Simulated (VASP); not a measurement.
Runs of VASP 6.6.1 on Ge. The structure is that of space group R-3m (No. 166), or close to it. The cells are those of the table. 

```csv
cell,gap on the mesh (eV),pressure (GPa),largest force (eV/Å)
"a = 4.595 Å, angles 45.7°, 2 atoms",none,(d),1.67
"a = 5.500 Å, angles 33.6°, 2 atoms",none,23.2,4.58
"a = 3.669 Å, angles 75.3°, 2 atoms",none,19.6,10.13
"a = 3.564 Å, 2 atoms",none,(b),(c)
"a = 3.910 Å, angles 63.2°, 2 atoms",none,1.1,0.93
"a = 4.110 Å, angles 56.6°, 2 atoms",none,1.4,(a)
```

Alike in all rows: task single point; level PBEsol; potentials or basis VASP PAW PBE potentials, release 64 (Ge_d); no spin polarisation; k mesh 16 × 16 × 16; cutoff (eV) 520; smearing gaussian 0.15 eV.

Q: Estimate the missing entries.

A: (a) 0.58; (b) 82.8; (c) 46.41; (d) 10.6.

Caveats: the PAW data sets were made with another functional, which shifts forces and pressure a little.

A k mesh can miss the band edges, and the runs leave out spin-orbit coupling on Ge.

A gap of «none» marks levels without a gap at the run's occupations.
